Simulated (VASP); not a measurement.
# Ca (I4/mmm) in VASP: a series of runs

Ca is run at these levels: PBE, LDA; tasks: single point.

All numbers are computed with VASP 6.6.1; they aren't measurements. Logs are shortened: lines on timing, memory, paths and dates and some standing lists are left out, and cuts for length are marked.

## 1. The cell of the first run

Symmetry: I4/mmm, No. 139, tetragonal system. Conventional cell: a = 4.410 Å, b = 4.410 Å, c = 4.392 Å, α = 90.00°, β = 90.00°, γ = 90.00°. Ca (site symmetry 4/mmm) has 14 Ca at 3.81 to 4.41 Å within 5.0 Å.

## 2. Single point, PBE

File INCAR:

```
PREC = Accurate
ENCUT = 520
EDIFF = 1E-6
ISMEAR = -1
SIGMA = 0.5
LREAL = F
LASPH = T
NELM = 80
ALGO = Fast
ISIF = 2
LWAVE = F
LCHARG = F
GGA = PE
NBANDS = 11
```

File KPOINTS:

```
regular mesh
0
Gamma
  6 6 6
```

File POSCAR:

```
Ca
1.0
   -2.2052049036      2.2052049036      2.1961148100
    2.2052049036     -2.2052049036      2.1961148100
    2.2052049036      2.2052049036     -2.1961148100
Ca
1
Direct
    0.5000000000      0.5000000000      0.0000000000
```

Potentials or basis: VASP PAW PBE potentials, release 64 (Ca_sv).

Run with:

```console
$ cat potpaw_PBE.64/Ca_sv/POTCAR > POTCAR
$ mpirun -np 1 vasp_std > vasp.out
```

OUTCAR:

```text
PREC = Accurate
   ENCUT = 520
   EDIFF = 1E-6
   ISMEAR = -1
   LREAL = F
   LASPH = T
   NELM = 80
   ISIF = 2
   GGA = PE

 ion  position               nearest neighbor table
   1  0.500  0.500  0.000-

  LATTYP: Found a body centered tetragonal cell.
 ALAT       =     4.4104098072
 C/A-ratio  =     0.9958778916

  Lattice vectors:

 A1 = (  -2.2052049036,   2.2052049036,   2.1961148100)
 A2 = (   2.2052049036,  -2.2052049036,   2.1961148100)
 A3 = (   2.2052049036,   2.2052049036,  -2.1961148100)

Analysis of symmetry for initial positions (statically):
=====================================================================
 Subroutine PRICEL returns:
 Original cell was already a primitive cell.

 Routine SETGRP: Setting up the symmetry group for a
 body centered tetragonal supercell.

 Subroutine GETGRP returns: Found 16 space group operations
 (whereof 16 operations were pure point group operations)
 out of a pool of 16 trial point group operations.

The static configuration has the point symmetry D_4h.

Analysis of symmetry for dynamics (positions and initial velocities):
=====================================================================
 Subroutine PRICEL returns:
 Original cell was already a primitive cell.

 Routine SETGRP: Setting up the symmetry group for a
 body centered tetragonal supercell.

 Subroutine GETGRP returns: Found 16 space group operations
 (whereof 16 operations were pure point group operations)
 out of a pool of 16 trial point group operations.

The dynamic configuration has the point symmetry D_4h.

 Subroutine INISYM returns: Found 16 space group operations
 (whereof 16 operations are pure point group operations),
 and found     1 'primitive' translations

----------------------------------------------------------------------------------------

                                     Primitive cell

  volume of cell :      42.7182

  direct lattice vectors                    reciprocal lattice vectors
    -2.205204904  2.205204904  2.196114810     0.000000000  0.226736300  0.227674800
     2.205204904 -2.205204904  2.196114810     0.226736300  0.000000000  0.227674800
     2.205204904  2.205204904 -2.196114810     0.226736300  0.226736300  0.000000000

  length of vectors
     3.814285987  3.814285987  3.814285987     0.321317855  0.321317855  0.320653550

  position of ions in fractional coordinates (direct lattice)
     0.500000000  0.500000000  0.000000000

  ion indices of the primitive-cell ions
   primitive index   ion index
                 1           1

----------------------------------------------------------------------------------------

 KPOINTS: regular mesh

Automatic generation of k-mesh.
 Grid dimensions read from file:
 generate k-points for:    6    6    6

 Generating k-lattice:

  Cartesian coordinates                     Fractional coordinates (reciprocal lattice)
     0.000000000  0.037789383  0.037945800     0.166666667 -0.000000000  0.000000000
     0.037789383  0.000000000  0.037945800    -0.000000000  0.166666667  0.000000000
     0.037789383  0.037789383  0.000000000     0.000000000  0.000000000  0.166666667

  Length of vectors
     0.053552976  0.053552976  0.053442258

  Shift w.r.t. Gamma in fractional coordinates (k-lattice)
     0.000000000  0.000000000  0.000000000

 Subroutine IBZKPT returns following result:
 ===========================================

 Found     30 irreducible k-points:

 Following reciprocal coordinates:
            Coordinates               Weight
  0.000000  0.000000  0.000000      1.000000
  0.166667  0.000000  0.000000      8.000000
  0.333333  0.000000 -0.000000      8.000000
  0.500000  0.000000 -0.000000      4.000000
  0.166667  0.166667  0.000000      8.000000
  0.333333  0.166667  0.000000     16.000000
[... 16 lines left out ...]
 -0.333333 -0.333333  0.166667      8.000000
 -0.166667 -0.333333  0.166667      8.000000
 [... further k-points ...]
   k-points           NKPTS =     30   k-points in BZ     NKDIM =     30   number of bands    NBANDS=     11
   number of dos      NEDOS =    301   number of ions     NIONS =      1
   total plane-waves  NPLWV =  21952
   dimension x,y,z NGX =    28 NGY =   28 NGZ =   28
   dimension x,y,z NGXF=    56 NGYF=   56 NGZF=   56
   ions per type =               1
   NGX,Y,Z   is equivalent  to a cutoff of  12.20, 12.20, 12.20 a.u.
   NGXF,Y,Z  is equivalent  to a cutoff of  24.41, 24.41, 24.41 a.u.
 SYSTEM =  unknown system
   PREC   = accura    normal or accurate (medium, high low for compatibility)
   ISTART =      0    job   : 0-new  1-cont  2-samecut
   ICHARG =      2    charge: 1-file 2-atom 10-const
   ISPIN  =      1    spin polarized calculation?
   LNONCOLLINEAR =      F non collinear calculations
   LSORBIT =      F    spin-orbit coupling
   LASPH  =      T    aspherical Exc in radial PAW
   ENCUT  =  520.0 eV  38.22 Ry    6.18 a.u.   7.09  7.09  7.09*2*pi/ulx,y,z
   NELM   =     80;   NELMIN=  2; NELMDL= -5     # of ELM steps
   EDIFF  = 0.1E-05   stopping-criterion for ELM
   LREAL  =      F    real-space projection
   EDIFFG = 0.1E-04   stopping-criterion for IOM
   NSW    =      0    number of steps for IOM
   IBRION =     -1    ionic relax: 0-MD 1-quasi-New 2-CG
   NFREE  =      0    steps in history (QN), initial steepest desc. (CG)
   ISIF   =      2    stress and relaxation
   ISYM   =      2    0-nonsym 1-usesym 2-fastsym
   POTIM  = 0.5000    time-step for ionic-motion
   TEBEG  =    0.0;   TEEND  =   0.0 temperature during run
   PSTRESS=    0.0 pullay stress
   NELECT =      10.0000    total number of electrons
   NUPDOWN=      -1.0000    fix difference up-down
   EMIN   =  10.00;   EMAX   =-10.00  energy-range for DOS
   EFERMI =   0.00;   METHOD = LEGACY
   ISMEAR =    -1;   SIGMA  =   0.50  broadening in eV -4-tet -1-fermi 0-gaus
   EFERMI_NEDOS =   21; number of points for ismear=-14 and -15
   IALGO  =     68    algorithm
   IMIX   =      4    mixing-type and parameters
     AMIX     =   0.40;   BMIX     =  1.00
     AMIX_MAG =   1.60;   BMIX_MAG =  1.00
  volume/ion in A,a.u.               =      42.72       288.28
  Fermi-wavevector in a.u.,A,eV,Ry     =   1.008952  1.906643 13.850516  1.017984
  Thomas-Fermi vector in A             =   2.141851
   LORBIT       =      0    0 simple, 1 ext, 2 COOP (PROOUT), +10 PAW based schemes
   GGA     = PE    functional components
   LHFCALC =     F    Hartree Fock is set to
   AEXX    =    0.0000 exact exchange contribution
   IVDW    =     0    specifies the selected vdW correction
   LEPSILON=     F    determine dielectric tensor
   LRPA    =     F    only Hartree local field effects (RPA)
 non-spin polarized calculation
 RMM-DIIS sequential band-by-band and
  energy-cutoff  :      520.00
  volume of cell :       42.72
 maximum number of plane-waves:      1160
   NGX = 15   NGY = 15   NGZ = 15

 number of electron      10.0000001 magnetization

 Free energy of the ion-electron system (eV)
  ---------------------------------------------------
  ext. energy  EPLUGINS =         0.00000000
  ---------------------------------------------------
  free energy    TOTEN  =        -2.42385077 eV

  energy without entropy =       -1.47761554  energy(sigma->0) =       -1.95073315

 E-fermi :   1.7537     XC(G=0):  -7.6713

 val. band max:        1.5536840782   @ k =  -0.1667   0.5000   0.1667
 cond. band min:       1.9354220908   @ k =   0.5000   0.5000  -0.0000
 fundamental gap:      0.3817380127
 Fermi energy:         1.7537216639

 k-point     1 :       0.0000    0.0000    0.0000
  band No.  band energies     occupation
      1     -39.9054      2.00000
      2     -20.8388      2.00000
      3     -20.8388      2.00000
      4     -20.8386      2.00000
      5      -2.0659      1.99904
      6       4.3458      0.01115
      7       4.3652      0.01073
      8       4.3652      0.01073
      9       5.4042      0.00135
     10       5.4273      0.00129
     11      12.0873      0.00000

 k-point     2 :       0.1667    0.0000    0.0000
  band No.  band energies     occupation
      1     -39.9019      2.00000
      2     -20.8736      2.00000
      3     -20.8505      2.00000
      4     -20.8387      2.00000
      5      -1.5752      1.99744
      6       4.0689      0.01931
      7       4.0710      0.01923
      8       4.7265      0.00522
      9       5.2127      0.00198
     10       5.4293      0.00128
     11      11.1605      0.00000

 k-point     3 :       0.3333    0.0000   -0.0000
  band No.  band energies     occupation
      1     -39.8947      2.00000
      2     -20.9421      2.00000
      3     -20.8737      2.00000
      4     -20.8387      2.00000
      5      -0.2502      1.96430
      6       3.0168      0.14809
      7       3.5894      0.04962
      8       5.3152      0.00161
      9       5.5645      0.00098
     10       5.6991      0.00075
     11       8.5358      0.00000

 k-point     4 :       0.5000    0.0000   -0.0000
  band No.  band energies     occupation
      1     -39.8911      2.00000
      2     -20.9758      2.00000
      3     -20.8852      2.00000
      4     -20.8387      2.00000
      5       1.1093      1.56790
      6       1.9493      0.80684
      7       3.3797      0.07451
      8       5.3199      0.00160
      9       5.7012      0.00075
     10       6.4586      0.00016
     11       7.3918      0.00003
[... 239 lines left out ...]
 k-point    22 :      -0.1667    0.5000    0.1667
  band No.  band energies     occupation
      1     -39.8884      2.00000
      2     -20.9663      2.00000
      3     -20.8985      2.00000
      4     -20.8637      2.00000
      5       1.5537      1.19741
      6       1.9593      0.79724
      7       3.7191      0.03850
      8       4.5723      0.00710
      9       5.8179      0.00059
     10       6.4001      0.00018
     11       7.2912      0.00003

 k-point    23 :      -0.3333   -0.3333    0.1667
  band No.  band energies     occupation
      1     -39.8870      2.00000
      2     -20.9495      2.00000
      3     -20.9193      2.00000
      4     -20.8743      2.00000
      5       1.4937      1.25434
      6       2.4611      0.39095
      7       3.4109      0.07017
      8       4.9309      0.00347
      9       5.4438      0.00125
     10       6.5050      0.00015
     11       7.4116      0.00002

 k-point    24 :      -0.1667   -0.3333    0.1667
  band No.  band energies     occupation
      1     -39.8917      2.00000
      2     -20.9361      2.00000
      3     -20.8866      2.00000
      4     -20.8653      2.00000
      5       0.1676      1.91955
      6       3.0650      0.13540
      7       3.8855      0.02775
      8       4.5636      0.00722
      9       5.6124      0.00089
     10       5.6554      0.00082
     11       8.6402      0.00000

 [... further k-points ...]
[... 5 lines left out ...]
  --------------------------------------------------------------------------------------
  -------------------------------------------------------------------------------------
  Total        0.0223321      0.0223321      0.0272555      0.0000000      0.0000000      0.0000000
  in kB        0.8375806      0.8375806      1.0222393      0.0000000      0.0000000      0.0000000
  external PRESSURE =       0.8991335 kB  Pullay stress =       0.0000000 kB

 VOLUME and BASIS-vectors are now :
 -----------------------------------------------------------------------------
  energy-cutoff  :      520.00
  volume of cell :       42.72
      direct lattice vectors                 reciprocal lattice vectors
    -2.205204904  2.205204904  2.196114810     0.000000000  0.226736300  0.227674800
     2.205204904 -2.205204904  2.196114810     0.226736300  0.000000000  0.227674800
     2.205204904  2.205204904 -2.196114810     0.226736300  0.226736300  0.000000000

 POSITION                                       TOTAL-FORCE (eV/Angst)
 -----------------------------------------------------------------------------------
      0.00000      0.00000      2.19611         0.000000     -0.000000     -0.000000
 -----------------------------------------------------------------------------------
    total drift:                                0.000000     -0.000000      0.000000

  FREE ENERGIE OF THE ION-ELECTRON SYSTEM (eV)
  ---------------------------------------------------
  free  energy   TOTEN  =        -2.4238507675 eV

  energy  without entropy=       -1.4776155385  energy(sigma->0) =       -1.95073315
```

Run time: 6.9 s. Hardware: 1 thread of Intel Xeon 6975P-C (Granite Rapids), shared host; peak memory 0.15 GiB.

Results:

```
Free energy            : -2.4239 eV
Pressure               : 0.1 GPa
Band gap on the k mesh : zero (band 5 reaches 2.17 eV, above the bottom of band 6 at 1.94 eV)
```

## 3. Single point, PBE

File INCAR:

```
SYSTEM = Ca
  ALGO = Normal
  EDIFF = 1E-6
  ENCUT = 500
  GGA = PE
  GGA_COMPAT = .FALSE.
  ISIF = 2
  ISMEAR = 0
  LASPH = .TRUE.
  LCHARG = .FALSE.
  LREAL = .FALSE.
  LWAVE = .FALSE.
  NBANDS = 11
  NELECT = 12.0
  NELM = 120
  PREC = Accurate
  SIGMA = 0.1
```

File KPOINTS:

```
k-points
0
G
  6 6 6
  0 0 0
```

POSCAR is that of step 2.

Potentials or basis: VASP PAW PBE potentials, release 64 (Ca_sv).

Run with:

```console
$ cat potpaw_PBE.64/Ca_sv/POTCAR > POTCAR
$ mpirun -np 1 vasp_std > vasp.out
```

Run time: 26 s. Hardware: 1 thread of Intel Xeon 8259CL, shared host; peak memory 0.15 GiB.

The run converged. Its results:

```yaml
Free_energy: 2.1052 eV
```

Levels at points of the mesh, in eV from the Fermi level:
```tsv
k point	band 2	band 3	band 4	band 5	band 6	band 7	band 8	band 9	band 10	band 11
(0.00, 0.00, 0.00)	-23.03	-23.03	-23.03	-5.80	1.44	1.46	1.46	2.63	2.66	8.32
(0.50, 0.00, 0.00)	-23.20	-23.09	-23.03	-2.45	-1.70	0.27	2.49	3.04	3.95	4.60
(0.50, 0.50, 0.00)	-23.20	-23.09	-23.03	-2.46	-1.72	0.30	2.47	3.03	3.95	4.60
(0.50, 0.50, 0.50)	-23.15	-23.15	-23.15	-1.29	-1.28	2.22	2.22	2.29	3.67	3.67
```

Caveat: the cell carries a net charge on a neutralising background, which shifts energy and pressure; the cell is charged against a uniform background, so pressure and absolute levels hang on convention.

## 4. Single point, LDA

File INCAR:

```
SYSTEM = Ca
PREC = Accurate
ENCUT = 500
EDIFF = 1E-6
ISMEAR = 0
SIGMA = 0.1
LREAL = .FALSE.
LASPH = .TRUE.
NELM = 120
ALGO = Normal
ISIF = 2
LWAVE = .FALSE.
LCHARG = .FALSE.
NBANDS = 11
GGA_COMPAT = .FALSE.
```

File KPOINTS:

```
regular mesh
0
G
  6 6 6
  0 0 0
```

POSCAR is that of step 3.

Potentials or basis: VASP PAW LDA potentials, release 64 (Ca_sv).

Run with:

```console
$ cat potpaw_LDA.64/Ca_sv/POTCAR > POTCAR
$ mpirun -np 1 vasp_std > vasp.out
```

Wall time 17 s (1 thread of Intel Xeon 8259CL, shared host); peak memory 0.14 GiB.

Results (log left out):

* Free energy: -2.1587 eV
* Pressure: -1.9 GPa
* Band gap on the k mesh: zero (band 5 reaches 1.96 eV, above the bottom of band 6 at 1.77 eV)

Levels at points of the mesh, in eV from the Fermi level:
```
           k point  band 2  band 3  band 4  band 5  band 6  band 7  band 8  band 9
(0.00, 0.00, 0.00)  -22.87  -22.87  -22.87   -4.06    2.11    2.13    2.13    3.17
(0.50, 0.00, 0.00)  -23.01  -22.91  -22.87   -0.96    0.01    1.20    3.07    3.44
(0.50, 0.50, 0.00)  -23.01  -22.91  -22.86   -0.97   -0.01    1.22    3.05    3.43
(0.50, 0.50, 0.50)  -22.97  -22.97  -22.97    0.00    0.00    3.82    3.82    3.92
```
